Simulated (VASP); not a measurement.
**MnHg: single point with PBE**

MnHg:

```xyz
2
Lattice="3.2880 0.0000 0.0000 0.0000 3.2880 0.0000 0.0000 0.0000 3.3130" Properties=species:S:1:pos:R:3 pbc="T T T"
Mn    1.6440    1.6440    1.6565
Hg    0.0000    0.0000    0.0000
```

| Item | Value |
| --- | --- |
| Program | VASP 6.6.1 |
| Task | single point |
| Functional | PBE |
| Potentials or basis | VASP PAW PBE potentials, release 64 (Mn_pv, Hg) |
| Cutoff | 520 eV |
| k mesh | 11 × 11 × 11 |
| Occupations | fermi-dirac, width 0.05 eV |
| Spin | collinear spin, ferromagnetic start |
| Starting moments | [4.0, 0.0] μB |
| Dipole correction | no |
| k mesh for the DOS | 17 × 17 × 17 |
| Occupations for the DOS | tetrahedron |
| Further INCAR settings | ALGO = Normal; EDIFF = 1e-06; NBANDS = 24 |

The net moment is 3.90 μB per cell and the site moments are Mn +3.80; Hg -0.06 μB. The valence electrons inside the program's atomic spheres are Mn 11.41; Hg 10.61.

Levels at points of the mesh, in eV from the Fermi level:
Spin up:
| k point | band 10 | band 11 | band 12 | band 13 | band 14 | band 15 | band 16 | band 17 | band 18 | band 19 |
| --- | --- | --- | --- | --- | --- | --- | --- | --- | --- | --- |
| (0.00, 0.00, 0.00) | -2.96 | -2.95 | -2.06 | -2.06 | -2.05 | 4.78 | 5.00 | 5.00 | 8.78 | 11.22 |
Spin down:
```
           k point  band 7  band 8  band 9  band 10  band 11  band 12  band 13  band 14  band 15  band 16
(0.00, 0.00, 0.00)   -7.12   -7.12   -7.10     0.29     0.31     1.46     1.46     1.47     5.15     5.36
```

Run time: 2.4 min on 1 thread of Intel(R) Xeon(R) 6975P-C (Granite Rapids), on a shared host, peak memory 0.61 GiB.

Caveat: spin-orbit coupling is left out, which moves the levels of the heavy elements.
